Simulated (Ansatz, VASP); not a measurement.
## Al5BN6: VASP beside Ansatz

```
CELL_PARAMETERS angstrom
2.85279 0.00000 0.00000
0.00000 2.85279 0.00000
0.00000 0.00000 11.83843
ATOMIC_POSITIONS crystal
Al 0.00000 0.00000 0.84553
Al 0.00000 0.00000 0.15447
Al 0.50000 0.50000 0.32649
Al 0.00000 0.00000 0.50000
Al 0.50000 0.50000 0.67351
B 0.50000 0.50000 0.00000
N 0.00000 0.00000 0.00000
N 0.50000 0.50000 0.15069
N 0.00000 0.00000 0.32714
N 0.50000 0.50000 0.50000
N 0.00000 0.00000 0.67286
N 0.50000 0.50000 0.84931
```

Alike in both runs: functional PBE; k mesh 10 × 10 × 4; occupations gaussian, width 0.02 eV; no spin polarisation.

Ansatz relaxed the structure, and its values are those at the end. VASP's run is a single point on that final structure, the one shown.

|  | VASP | Ansatz |
| --- | --- | --- |
| version | VASP 6.6.1 | Ansatz 0.2.0 |
| potentials or method | VASP PAW PBE potentials, release 64 (Al, B, N), cutoff 520 eV | scalar-relativistic, plane waves, PAW |
| valence electrons in the cell | 48 | 48 |

Ansatz gave:

| Quantity | Value |
| --- | --- |
| gap on the k mesh at the Fermi level (eV) | 2.49 |
| least direct gap on the mesh (eV) | 2.73 |
| pressure (GPa) | 0.0 |

Question: What did VASP give for the same quantities?

Answer: gap on the k mesh at the Fermi level (eV): 2.47; least direct gap on the mesh (eV): 2.72; pressure (GPa): -0.3.
